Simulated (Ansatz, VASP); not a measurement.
Two plane-wave programs on AgBr

```xyz
2
Lattice="0.0000 2.8922 2.8922 2.8922 0.0000 2.8922 2.8922 2.8922 0.0000" Properties=species:S:1:pos:R:3 pbc="T T T"
Ag    0.0000    0.0000    0.0000
Br    2.8922    2.8922    2.8922
```

Alike in both runs: task relaxation of cell and atoms; functional PBE; k mesh 8 × 8 × 8; occupations gaussian, width 0.02 eV; no spin polarisation.

|  | VASP | Ansatz |
| --- | --- | --- |
| version | VASP 6.6.1 | Ansatz 0.2.0 |
| potentials or method | VASP PAW PBE potentials, release 64 (Ag, Br), cutoff 500 eV | scalar-relativistic, plane waves, PAW |
| valence electrons in the cell | 18 | 26 |

```csv
,VASP,Ansatz,Ansatz less VASP
"gap on the k mesh at the Fermi level, each at its own relaxed structure (eV)",0.69,0.69,+0.001
relaxed volume (Å³/atom),24.89,24.92,+0.025
relaxed cell length with the largest relative difference (Å),4.129,4.131,+0.0014
```

VASP's potentials hold 18 valence electrons a cell and Ansatz's 26, so a difference there can come from the potentials and not from the codes.
